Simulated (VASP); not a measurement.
## CoPtO2: single point with PBE

The system is CoPtO2.

```xyz
4
Lattice="1.4387 0.8306 5.9907 -1.4387 0.8306 5.9907 0.0000 -1.6613 5.9907" Properties=species:S:1:pos:R:3 pbc="T T T"
Co    0.0000    0.0000    8.9861
Pt    0.0000    0.0000    0.0000
O     0.0000    0.0000   15.9500
O     0.0000    0.0000    2.0221
```

```json
{
 "Program": "VASP 6.6.1",
 "Task": "single point",
 "Functional": "PBE",
 "Potentials or basis": "VASP PAW PBE potentials, release 64 (Co, Pt, O)",
 "Cutoff": "520 eV",
 "k mesh": "14 × 14 × 14",
 "Occupations": "gaussian, width 0.05 eV",
 "Spin": "no spin polarisation",
 "Dipole correction": "no",
 "Further INCAR settings": "ALGO = Normal; EDIFF = 1e-06; NBANDS = 24"
}
```

| Quantity | Value |
| --- | --- |
| Pressure | -4.2 GPa |
| Largest force | 0.019 eV/Å |
| Band gap on the k mesh | zero (an odd number of electrons rules out a gap without spin polarisation) |

Forces in eV/Å, atoms in the order of the input:
```
Co   0.000  0.000  0.000
Pt   0.000  0.000  0.000
O    0.000  0.000  0.019
O    0.000  0.000 -0.019
```

Stress tensor (GPa, compression positive):
```
-4.33  0.00  0.00
 0.00 -4.33  0.00
 0.00  0.00 -4.00
```

Levels at points of the mesh, in eV from the Fermi level:
| k point | band 12 | band 13 | band 14 | band 15 | band 16 | band 17 | band 18 | band 19 | band 20 | band 21 |
| --- | --- | --- | --- | --- | --- | --- | --- | --- | --- | --- |
| (0.00, 0.00, 0.00) | -1.93 | -1.93 | -1.64 | -1.64 | -1.48 | 1.69 | 1.69 | 2.48 | 5.42 | 8.59 |
| (0.50, 0.00, 0.00) | -1.50 | -1.28 | -1.06 | -0.18 | 0.84 | 1.07 | 1.18 | 2.40 | 6.61 | 9.74 |
| (0.50, 0.50, 0.00) | -1.79 | -1.27 | -1.10 | -0.18 | -0.01 | 1.57 | 1.93 | 2.42 | 7.23 | 8.88 |
| (0.50, 0.50, 0.50) | -1.82 | -1.82 | -0.90 | -0.84 | -0.84 | 1.29 | 1.29 | 3.73 | 4.34 | 8.53 |

Wall time 8.5 min on 1 thread of Intel(R) Xeon(R) 6975P-C (Granite Rapids), on a shared host, peak memory 0.57 GiB.

Caveat: the cell stands under tension; spin-orbit coupling is left out, which moves the levels of the heavy elements; an odd number of electrons without spin polarisation forces a metal; a magnetic or distorted state may lie lower; the run has no spin polarisation, though such a crystal can be magnetic; semilocal functionals often make such compounds metallic where correlation or magnetic order opens a gap, which also shifts bond lengths. With open d or f shells a metallic result of PBE can be an artefact of self-interaction; +U or a hybrid may open a gap.
